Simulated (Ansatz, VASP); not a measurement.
# Two plane-wave programs on ScIn3As2

```
Sc In As
1.0
     6.13835    0.00000    0.00000
    -3.06917    5.31596    0.00000
     0.00000    0.00000    4.30423
Sc In As
1 3 2
Direct
  0.00000 0.00000 0.00000
  0.50000 0.00000 0.50000
  0.00000 0.50000 0.50000
  0.50000 0.50000 0.50000
  0.33333 0.66667 0.00000
  0.66667 0.33333 0.00000
```

Change from the starting cell: species swapped into the LaAl2Pt3 type (P6/mmm, No. 191).

Alike in both runs: task relaxation of cell and atoms; functional PBE; k mesh 3 × 3 × 4; occupations gaussian, width 0.1 eV; no spin polarisation.

```csv
,VASP,Ansatz
version,VASP 6.6.1,Ansatz 0.2.0
potentials or method,"VASP PAW PBE potentials, release 64 (Sc_sv, In_d, As), cutoff 600 eV","scalar-relativistic, plane waves, PAW"
valence electrons in the cell,60,80
```

Ansatz gave:

| Property | Result |
| --- | --- |
| gap on the k mesh at the Fermi level, each at its own relaxed structure (eV) | none |
| relaxed volume (Å³/atom) | 24.68 |
| relaxed cell length with the largest relative difference (Å) | 5.265 |

Question: Estimate VASP's values.

Answer: gap on the k mesh at the Fermi level, each at its own relaxed structure (eV): none; relaxed volume (Å³/atom): 24.77; relaxed cell length with the largest relative difference (Å): 5.277.

A gap of «none» marks a metal or a gap that the smearing closes. VASP's potentials hold 60 valence electrons a cell and Ansatz's 80, so a difference there can come from the potentials and not from the codes.

The k mesh is coarse, so the values compare programs but aren't converged.
